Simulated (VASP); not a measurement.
## PtSe: single point with PBE-based screened hybrid with 40 % exact exchange

PtSe:

```
CELL_PARAMETERS angstrom
3.70187 0.00000 0.00000
-1.85094 3.20591 0.00000
0.00000 0.00000 3.61284
ATOMIC_POSITIONS crystal
Pt 0.00000 0.00000 0.00000
Se 0.66667 0.33333 0.50000
```

```yaml
Program: VASP 6.6.1
Task: single point
Functional: PBE-based screened hybrid with 40 % exact exchange
Potentials_or_basis: VASP PAW PBE potentials, release 64 (Pt, Se)
Cutoff: 400 eV
k_mesh: 4 × 4 × 4
Occupations: fermi-dirac, width 0.05 eV
Spin: no spin polarisation
Dipole_correction: no
Grid_for_exact_exchange_PRECFOCK: Normal
Share_of_exact_exchange: 0.4
Further_INCAR_settings: ALGO = Normal; EDIFF = 1e-06; NBANDS = 15
Screening_parameter: 0.2 1/Å
```

The pressure is -17.7 GPa and the band gap on the k mesh is zero (bands 8 and 9 overlap by 0.89 eV).

Stress tensor (GPa, compression positive):
```
-15.63   0.00   0.00
  0.00 -15.63   0.00
  0.00   0.00 -21.78
```

Levels at points of the mesh, in eV from the Fermi level:
```tsv
k point	band 6	band 7	band 8	band 9	band 10	band 11
(0.00, 0.00, 0.00)	-2.71	-2.57	0.57	0.57	0.88	8.41
(0.50, 0.00, 0.00)	-2.88	-2.37	-1.87	1.53	3.71	7.36
(0.00, 0.00, 0.50)	-3.72	-2.85	0.78	0.78	5.86	7.04
(0.50, 0.00, 0.50)	-2.63	-2.28	-1.22	1.11	2.10	6.60
```

Run time: 4.9 min on 1 thread of Intel(R) Xeon(R) Platinum 8488C (Sapphire Rapids), with other jobs on the host, peak memory 0.26 GiB.

Caveat: the k points lie up to 0.49 Å⁻¹ apart, too coarse for converged energies and pressures of a metal; the PAW data sets were made with another functional, which shifts forces and pressure a little; spin-orbit coupling is left out, which moves the levels of the heavy elements.
